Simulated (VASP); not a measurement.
Here is a VASP 6.6.1 calculation.

INCAR

```
PREC = Accurate
ENCUT = 520
EDIFF = 1E-7
ISMEAR = 0
SIGMA = 0.05
LREAL = F
LASPH = T
NELM = 100
ALGO = Fast
ISIF = 2
LWAVE = F
LCHARG = F
GGA = PE
NBANDS = 21
```

The input KPOINTS:

```
regular mesh
0
Gamma
  15 15 8
```

POSCAR

```
Ru
1.0
    2.7058000000      0.0000000000      0.0000000000
   -1.3529000000      2.3432915376      0.0000000000
    0.0000000000      0.0000000000      4.2819000000
Ru
2
Direct
    0.3333333333      0.6666666667      0.2500000000
    0.6666666667      0.3333333333      0.7500000000
```

Potentials or basis: VASP PAW PBE potentials, release 64 (Ru_pv).

The run is started by

```bash
$ cat potpaw_PBE.64/Ru_pv/POTCAR > POTCAR
$ mpirun -np 1 vasp_std > vasp.out
```

Problem. Estimate the band gap on the k mesh.

Solution. Zero (band 14 reaches 14.40 eV, above the bottom of band 15 at 11.32 eV).

Problem. Estimate the pressure.

Solution. 4.4 GPa.

Stress tensor (GPa, compression positive):
```
4.54 0.00 0.00
0.00 4.54 0.00
0.00 0.00 4.03
```
